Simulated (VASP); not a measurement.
# ZnSe (fl.b) (F-43m) in VASP: single point with LDA

Aim: the single point of ZnSe (fl.b) with LDA.

All numbers are computed with VASP 6.6.1; they aren't measurements. Logs are shortened: lines on timing, memory, paths and dates and some standing lists are left out, and cuts for length are marked.

**1. The cell of the first run**

It takes space group F-43m (No. 216, cubic). The conventional cell has a = 5.567 Å, b = 5.567 Å, c = 5.567 Å, α = 90.00°, β = 90.00°, γ = 90.00°. Within 3.2 Å of Zn (site symmetry -43m) lie 4 Se at 2.41 Å. Within 3.2 Å of Se (site symmetry -43m) lie 4 Zn at 2.41 Å.

**2. Single point, LDA**

Input file INCAR:

```
PREC = Accurate
ENCUT = 500
EDIFF = 1E-6
ISMEAR = 0
SIGMA = 0.02
LREAL = False
LASPH = True
NELM = 120
ALGO = Normal
ISIF = 2
LWAVE = False
LCHARG = True
LELF = True
LVHAR = True
NBANDS = 16
GGA_COMPAT = False
```

Input file KPOINTS:

```
Automatic mesh
0
Gamma
  8 8 8
```

Input file POSCAR:

```
ZnSe
1.0
    0.0000000000      2.7836603582      2.7836603582
    2.7836603582      0.0000000000      2.7836603582
    2.7836603582      2.7836603582      0.0000000000
Zn Se
1 1
Direct
    0.0000000000      0.0000000000      0.0000000000
    0.2500000000      0.2500000000      0.2500000000
```

Potentials or basis: VASP PAW LDA potentials, release 64 (Zn, Se).

Run with:

```bash
$ cat potpaw_LDA.64/Zn/POTCAR potpaw_LDA.64/Se/POTCAR > POTCAR
$ mpirun -np 1 vasp_std > vasp.out
```

OUTCAR:

```text
PREC = Accurate
   ENCUT = 500
   EDIFF = 1E-6
   ISMEAR = 0
   LREAL = False
   LASPH = True
   NELM = 120
   ISIF = 2

 ion  position               nearest neighbor table
   1  0.000  0.000  0.000-   2 2.41   2 2.41   2 2.41   2 2.41
   2  0.250  0.250  0.250-   1 2.41   1 2.41   1 2.41   1 2.41

  LATTYP: Found a face centered cubic cell.
 ALAT       =     5.5673207164

  Lattice vectors:

 A1 = (   0.0000000000,   2.7836603582,   2.7836603582)
 A2 = (   2.7836603582,   0.0000000000,   2.7836603582)
 A3 = (   2.7836603582,   2.7836603582,   0.0000000000)

Analysis of symmetry for initial positions (statically):
=====================================================================
 Subroutine PRICEL returns:
 Original cell was already a primitive cell.

 Routine SETGRP: Setting up the symmetry group for a
 face centered cubic supercell.

 Subroutine GETGRP returns: Found 24 space group operations
 (whereof 24 operations were pure point group operations)
 out of a pool of 48 trial point group operations.

The static configuration has the point symmetry T_d .

Analysis of symmetry for dynamics (positions and initial velocities):
=====================================================================
 Subroutine PRICEL returns:
 Original cell was already a primitive cell.

 Routine SETGRP: Setting up the symmetry group for a
 face centered cubic supercell.

 Subroutine GETGRP returns: Found 24 space group operations
 (whereof 24 operations were pure point group operations)
 out of a pool of 48 trial point group operations.

The dynamic configuration has the point symmetry T_d .

 Subroutine INISYM returns: Found 24 space group operations
 (whereof 24 operations are pure point group operations),
 and found     1 'primitive' translations

----------------------------------------------------------------------------------------

                                     Primitive cell

  volume of cell :      43.1399

  direct lattice vectors                    reciprocal lattice vectors
     0.000000000  2.783660358  2.783660358    -0.179619614  0.179619614  0.179619614
     2.783660358  0.000000000  2.783660358     0.179619614 -0.179619614  0.179619614
     2.783660358  2.783660358  0.000000000     0.179619614  0.179619614 -0.179619614

  length of vectors
     3.936690232  3.936690232  3.936690232     0.311110298  0.311110298  0.311110298

  position of ions in fractional coordinates (direct lattice)
     0.000000000  0.000000000  0.000000000
     0.250000000  0.250000000  0.250000000

  ion indices of the primitive-cell ions
   primitive index   ion index
                 1           1
                 2           2

----------------------------------------------------------------------------------------

 KPOINTS: Automatic mesh

Automatic generation of k-mesh.
 Grid dimensions read from file:
 generate k-points for:    8    8    8

 Generating k-lattice:

  Cartesian coordinates                     Fractional coordinates (reciprocal lattice)
    -0.022452452  0.022452452  0.022452452     0.125000000  0.000000000  0.000000000
     0.022452452 -0.022452452  0.022452452     0.000000000  0.125000000  0.000000000
     0.022452452  0.022452452 -0.022452452     0.000000000  0.000000000  0.125000000

  Length of vectors
     0.038888787  0.038888787  0.038888787

  Shift w.r.t. Gamma in fractional coordinates (k-lattice)
     0.000000000  0.000000000  0.000000000

 Subroutine IBZKPT returns following result:
 ===========================================

 Found     29 irreducible k-points:

 Following reciprocal coordinates:
            Coordinates               Weight
  0.000000  0.000000  0.000000      1.000000
  0.125000  0.000000  0.000000      8.000000
  0.250000  0.000000  0.000000      8.000000
  0.375000  0.000000  0.000000      8.000000
  0.500000  0.000000  0.000000      4.000000
  0.125000  0.125000  0.000000      6.000000
[... 16 lines left out ...]
  0.500000  0.250000  0.125000     48.000000
 -0.375000  0.250000  0.125000     24.000000
 [... further k-points ...]
   k-points           NKPTS =     29   k-points in BZ     NKDIM =     29   number of bands    NBANDS=     16
   number of dos      NEDOS =    301   number of ions     NIONS =      2
   total plane-waves  NPLWV =  27000
   dimension x,y,z NGX =    30 NGY =   30 NGZ =   30
   dimension x,y,z NGXF=    60 NGYF=   60 NGZF=   60
   ions per type =               1   1
   NGX,Y,Z   is equivalent  to a cutoff of  12.67, 12.67, 12.67 a.u.
   NGXF,Y,Z  is equivalent  to a cutoff of  25.34, 25.34, 25.34 a.u.
 SYSTEM =  unknown system
   PREC   = accura    normal or accurate (medium, high low for compatibility)
   ISTART =      0    job   : 0-new  1-cont  2-samecut
   ICHARG =      2    charge: 1-file 2-atom 10-const
   ISPIN  =      1    spin polarized calculation?
   LNONCOLLINEAR =      F non collinear calculations
   LSORBIT =      F    spin-orbit coupling
   LASPH  =      T    aspherical Exc in radial PAW
   ENCUT  =  500.0 eV  36.75 Ry    6.06 a.u.   7.18  7.18  7.18*2*pi/ulx,y,z
   NELM   =    120;   NELMIN=  2; NELMDL= -5     # of ELM steps
   EDIFF  = 0.1E-05   stopping-criterion for ELM
   LREAL  =      F    real-space projection
   EDIFFG = 0.1E-04   stopping-criterion for IOM
   NSW    =      0    number of steps for IOM
   IBRION =     -1    ionic relax: 0-MD 1-quasi-New 2-CG
   NFREE  =      0    steps in history (QN), initial steepest desc. (CG)
   ISIF   =      2    stress and relaxation
   ISYM   =      2    0-nonsym 1-usesym 2-fastsym
   POTIM  = 0.5000    time-step for ionic-motion
   TEBEG  =    0.0;   TEEND  =   0.0 temperature during run
   PSTRESS=    0.0 pullay stress
   NELECT =      18.0000    total number of electrons
   NUPDOWN=      -1.0000    fix difference up-down
   EMIN   =  10.00;   EMAX   =-10.00  energy-range for DOS
   EFERMI =   0.00;   METHOD = LEGACY
   ISMEAR =     0;   SIGMA  =   0.02  broadening in eV -4-tet -1-fermi 0-gaus
   EFERMI_NEDOS =   21; number of points for ismear=-14 and -15
   IALGO  =     38    algorithm
   IMIX   =      4    mixing-type and parameters
     AMIX     =   0.40;   BMIX     =  1.00
     AMIX_MAG =   1.60;   BMIX_MAG =  1.00
  volume/ion in A,a.u.               =      21.57       145.56
  Fermi-wavevector in a.u.,A,eV,Ry     =   1.223318  2.311736 20.361218  1.496507
  Thomas-Fermi vector in A             =   2.358433
   LORBIT       =      0    0 simple, 1 ext, 2 COOP (PROOUT), +10 PAW based schemes
   GGA     = CA    functional components
   LHFCALC =     F    Hartree Fock is set to
   AEXX    =    0.0000 exact exchange contribution
   IVDW    =     0    specifies the selected vdW correction
   LEPSILON=     F    determine dielectric tensor
   LRPA    =     F    only Hartree local field effects (RPA)
 non-spin polarized calculation
 Gauss-broadening in eV      SIGMA  =   0.02
  energy-cutoff  :      500.00
  volume of cell :       43.14
 maximum number of plane-waves:      1108
 NGX is ok and might be reduce to    30
   NGX = 15   NGY = 15   NGZ = 15

 number of electron      17.9999987 magnetization

 Free energy of the ion-electron system (eV)
  ---------------------------------------------------
  ext. energy  EPLUGINS =         0.00000000
  ---------------------------------------------------
  free energy    TOTEN  =        -7.37165681 eV

  energy without entropy =       -7.37165681  energy(sigma->0) =       -7.37165681

 E-fermi :   2.1093     XC(G=0):  -9.9385

 val. band max:        1.9930531882   @ k =   0.0000   0.0000   0.0000
 cond. band min:       3.2832710821   @ k =   0.0000   0.0000   0.0000
 fundamental gap:      1.2902178939
 Fermi energy:         2.1093468843

 k-point     1 :       0.0000    0.0000    0.0000
  band No.  band energies     occupation
      1     -11.6545      2.00000
      2      -4.8932      2.00000
      3      -4.8932      2.00000
      4      -4.8932      2.00000
      5      -4.4845      2.00000
      6      -4.4845      2.00000
[... 8 lines left out ...]
     15      13.5841      0.00000
     16      13.5841      0.00000

 k-point     2 :       0.1250    0.0000    0.0000
  band No.  band energies     occupation
      1     -11.5425      2.00000
      2      -4.8894      2.00000
      3      -4.8757      2.00000
      4      -4.8757      2.00000
      5      -4.4863      2.00000
      6      -4.4863      2.00000
[... 8 lines left out ...]
     15      12.6948      0.00000
     16      12.7399      0.00000

 k-point     3 :       0.2500    0.0000    0.0000
  band No.  band energies     occupation
      1     -11.2498      2.00000
      2      -4.8390      2.00000
      3      -4.8372      2.00000
      4      -4.8372      2.00000
      5      -4.4848      2.00000
      6      -4.4848      2.00000
[... 8 lines left out ...]
     15      12.4434      0.00000
     16      12.5644      0.00000

 k-point     4 :       0.3750    0.0000    0.0000
  band No.  band energies     occupation
      1     -10.9174      2.00000
      2      -4.8068      2.00000
      3      -4.8068      2.00000
      4      -4.6342      2.00000
      5      -4.4727      2.00000
      6      -4.4727      2.00000
[... 8 lines left out ...]
     15      13.6273      0.00000
     16      13.6273      0.00000

 k-point     5 :       0.5000    0.0000    0.0000
  band No.  band energies     occupation
      1     -10.7646      2.00000
      2      -4.7973      2.00000
      3      -4.7973      2.00000
      4      -4.4638      2.00000
      5      -4.4638      2.00000
      6      -4.3049      2.00000
[... 8 lines left out ...]
     15      15.2691      0.00000
     16      15.2691      0.00000

 k-point     6 :       0.1250    0.1250    0.0000
  band No.  band energies     occupation
      1     -11.5051      2.00000
      2      -4.9067      2.00000
      3      -4.8604      2.00000
      4      -4.8604      2.00000
      5      -4.4979      2.00000
      6      -4.4765      2.00000
[... 8 lines left out ...]
     15      13.2411      0.00000
     16      13.8109      0.00000

 k-point     7 :       0.2500    0.1250    0.0000
  band No.  band energies     occupation
      1     -11.2717      2.00000
      2      -4.8934      2.00000
      3      -4.8196      2.00000
      4      -4.8174      2.00000
      5      -4.5045      2.00000
      6      -4.4694      2.00000
[... 8 lines left out ...]
     15      13.6177      0.00000
     16      14.0838      0.00000

 k-point     8 :       0.3750    0.1250    0.0000
  band No.  band energies     occupation
      1     -10.9473      2.00000
      2      -4.8269      2.00000
      3      -4.7836      2.00000
      4      -4.7157      2.00000
      5      -4.4826      2.00000
      6      -4.4612      2.00000
[... 8 lines left out ...]
     15      13.7279      0.00000
     16      14.4136      0.00000

 k-point     9 :       0.5000    0.1250    0.0000
  band No.  band energies     occupation
      1     -10.7256      2.00000
      2      -4.7979      2.00000
      3      -4.7712      2.00000
      4      -4.5189      2.00000
      5      -4.4616      2.00000
      6      -4.3301      2.00000
[... 8 lines left out ...]
     15      14.5273      0.00000
     16      15.2861      0.00000
[... 172 lines left out ...]
 k-point    19 :       0.5000    0.3750    0.0000
  band No.  band energies     occupation
      1     -10.5117      2.00000
      2      -4.8604      2.00000
      3      -4.6385      2.00000
      4      -4.6221      2.00000
      5      -4.4397      2.00000
      6      -4.3035      2.00000
[... 8 lines left out ...]
     15      15.8168      0.00000
     16      16.5656      0.00000

 k-point    20 :      -0.3750    0.3750    0.0000
  band No.  band energies     occupation
      1     -10.4843      2.00000
      2      -4.8112      2.00000
      3      -4.6608      2.00000
      4      -4.5705      2.00000
      5      -4.4609      2.00000
      6      -4.1795      2.00000
[... 8 lines left out ...]
     15      14.0906      0.00000
     16      17.6315      0.00000

 k-point    21 :       0.5000    0.5000    0.0000
  band No.  band energies     occupation
      1     -10.4613      2.00000
      2      -4.8887      2.00000
      3      -4.6116      2.00000
      4      -4.6116      2.00000
      5      -4.4298      2.00000
      6      -4.2833      2.00000
[... 8 lines left out ...]
     15      16.1479      0.00000
     16      16.6200      0.00000

 k-point    22 :       0.3750    0.2500    0.1250
  band No.  band energies     occupation
      1     -11.0198      2.00000
      2      -4.8601      2.00000
      3      -4.7820      2.00000
      4      -4.7555      2.00000
      5      -4.5023      2.00000
      6      -4.4565      2.00000
[... 8 lines left out ...]
     15      14.3656      0.00000
     16      15.5446      0.00000

 k-point    23 :       0.5000    0.2500    0.1250
  band No.  band energies     occupation
      1     -10.7411      2.00000
      2      -4.7942      2.00000
      3      -4.7559      2.00000
      4      -4.6222      2.00000
      5      -4.4719      2.00000
      6      -4.4153      2.00000
[... 8 lines left out ...]
     15      14.6839      0.00000
     16      15.7703      0.00000

 k-point    24 :      -0.3750    0.2500    0.1250
  band No.  band energies     occupation
      1     -10.6162      2.00000
      2      -4.7842      2.00000
      3      -4.7390      2.00000
      4      -4.5255      2.00000
      5      -4.4774      2.00000
      6      -4.2454      2.00000
[... 8 lines left out ...]
     15      14.7919      0.00000
     16      15.6729      0.00000

 [... further k-points ...]
[... 5 lines left out ...]
  --------------------------------------------------------------------------------------
  -------------------------------------------------------------------------------------
  Total        0.1001200      0.1001200      0.1001200      0.0000000      0.0000000     -0.0000000
  in kB        3.7183701      3.7183701      3.7183701      0.0000000      0.0000000     -0.0000000
  external PRESSURE =       3.7183701 kB  Pullay stress =       0.0000000 kB

 VOLUME and BASIS-vectors are now :
 -----------------------------------------------------------------------------
  energy-cutoff  :      500.00
  volume of cell :       43.14
      direct lattice vectors                 reciprocal lattice vectors
     0.000000000  2.783660358  2.783660358    -0.179619614  0.179619614  0.179619614
     2.783660358  0.000000000  2.783660358     0.179619614 -0.179619614  0.179619614
     2.783660358  2.783660358  0.000000000     0.179619614  0.179619614 -0.179619614

 POSITION                                       TOTAL-FORCE (eV/Angst)
 -----------------------------------------------------------------------------------
      0.00000      0.00000      0.00000         0.000000      0.000000     -0.000000
      1.39183      1.39183      1.39183        -0.000000     -0.000000      0.000000
 -----------------------------------------------------------------------------------
    total drift:                               -0.000000     -0.000000      0.000000

  FREE ENERGIE OF THE ION-ELECTRON SYSTEM (eV)
  ---------------------------------------------------
  free  energy   TOTEN  =        -7.3716568088 eV

  energy  without entropy=       -7.3716568088  energy(sigma->0) =       -7.37165681
```

It took 18 s on 1 thread of Intel Xeon Platinum 8375C at 2.90GHz (Ice Lake), shared host; peak memory 0.15 GiB.

Results:

```yaml
Free_energy: -7.3717 eV
Pressure: 0.4 GPa
Band_gap_on_the_k_mesh: 1.29 eV, direct
```
